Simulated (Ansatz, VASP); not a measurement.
## NaCl in VASP and in Ansatz

The input INCAR:

```
SYSTEM = NaCl
ALGO = Normal ; EDIFF = 1E-7
ENCUT = 520 ; GGA = PE
ISIF = 2 ; ISMEAR = 0
LASPH = .TRUE. ; LCHARG = .FALSE.
LREAL = .FALSE. ; LWAVE = .FALSE.
NBANDS = 14 ; NELM = 60
PREC = Accurate ; SIGMA = 0.05
```

KPOINTS

```
k-points
0
G
  8 8 8
  0 0 0
```

File POSCAR:

```
NaCl
1.0
    3.1431258715      0.0000000000      0.0000000000
    0.0000000000      3.1431258715      0.0000000000
    0.0000000000      0.0000000000      3.1431258715
Na Cl
1 1
Direct
    0.0000000000      0.0000000000      0.0000000000
    0.5000000000      0.5000000000      0.5000000000
```

Input for Ansatz:

```yaml
crystal:
  lattice:
    - [3.1431258715, 0.0, 0.0]
    - [0.0, 3.1431258715, 0.0]
    - [0.0, 0.0, 3.1431258715]
  atoms:
    - { symbol: Na, position: [0.0, 0.0, 0.0] }
    - { symbol: Cl, position: [0.5, 0.5, 0.5] }
basis:
  ecutwfc: 420
  ecutrho_ratio: 4
kpoints:
  mp_grid: { grid: [8, 8, 8] }
hamiltonian:
  xc: pbe
scf:
  occupations: { method: gaussian, width: 0.05 }
output:
  forces: true
  stress: true
  eigenvalues: true
```

Alike in both runs: task single point; functional PBE; k mesh 8 × 8 × 8; occupations gaussian, width 0.05 eV; no spin polarisation.

```csv
,VASP,Ansatz
version,VASP 6.6.1,Ansatz 0.2.0
potentials or method,"VASP PAW PBE potentials, release 64 (Na_pv, Cl), cutoff 520 eV","scalar-relativistic, plane waves, PAW"
valence electrons in the cell,14,16
```

Ansatz gave:

- gap on the k mesh at the Fermi level (eV): 5.22
- least direct gap on the mesh (eV): 5.22
- pressure (GPa): 18.2

Problem. Which values does VASP return?

Solution. gap on the k mesh at the Fermi level (eV): 5.24; least direct gap on the mesh (eV): 5.24; pressure (GPa): 18.1.

VASP's potentials hold 14 valence electrons a cell and Ansatz's 16, so a difference there can come from the potentials and not from the codes.
